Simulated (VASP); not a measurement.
CaH8Cl2O4, 15 atoms in the cell. The cell holds a disordered packing, 15 atoms: a = 5.708 Å, b = 5.708 Å, c = 5.708 Å, α = 90.00°, β = 90.00°, γ = 90.00°. 

```yaml
Program: VASP 6.6.1
Task: single point
Functional: PBE
Dispersion: D3(BJ)
Potentials_or_basis: VASP PAW PBE potentials, release 64 (O, H, Ca_sv, Cl)
Cutoff: 520 eV
k_mesh: 1 × 1 × 1
Occupations: fermi-dirac, width 0.05 eV
Spin: no spin polarisation
Dipole_correction: no
Further_INCAR_settings: LREAL = Auto; ALGO = Normal; EDIFF = 1e-06; NBANDS = 41
```

Potentials or basis: VASP PAW PBE potentials, release 64 (O, H, Ca_sv, Cl).

Launch:

```bash
$ cat potpaw_PBE.64/O/POTCAR potpaw_PBE.64/H/POTCAR potpaw_PBE.64/Ca_sv/POTCAR potpaw_PBE.64/Cl/POTCAR > POTCAR
$ mpirun -np 1 vasp_gam > vasp.out
```

Hardware: 1 thread of Intel Xeon 8259CL, on a shared host.

**Question.** Estimate the wall time of this run.

**Answer.** Wall time 35 s on 1 thread of Intel Xeon 8259CL, with other jobs on the host, peak memory 0.25 GiB. Counts: scf iterations 15, k points 1.
